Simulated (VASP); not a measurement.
Runs of VASP 6.6.1 on TiSi2. The structure is that of space group Fddd (No. 70), or close to it. The cells are those of the table. 

```tsv
task	cell	gap on the mesh (eV)	pressure (GPa)	largest force (eV/Å)
electric field gradients	a = 5.946, b = 4.900, c = 4.775 Å, angles 75.8, 53.0, 51.1°, 6 atoms	none	0.8	0.20
electric field gradients	a = 6.004, b = 4.949, c = 4.822 Å, angles 75.8, 53.0, 51.1°, 6 atoms	none	-3.2	0.19
single point	a = 6.016, b = 4.948, c = 4.823 Å, angles 73.4, 51.4, 49.6°, 6 atoms	none	(a)	0.31
single point	a = 5.898, b = 4.873, c = 4.712 Å, angles 75.9, 53.3, 50.8°, 6 atoms	none	5.2	0.22
```

Alike in all rows: level PBE; potentials or basis VASP PAW PBE potentials, release 64 (Ti_sv, Si); no spin polarisation; k mesh 8 × 8 × 8; cutoff (eV) 520; smearing fermi-dirac 0.08 eV.

Q: Fill in the values left out.

A: (a) 2.7.

Caveats: the cell stands under tension (at least some runs); the cell stands under pressure (at least some runs).

A gap of «none» marks levels without a gap at the run's occupations.
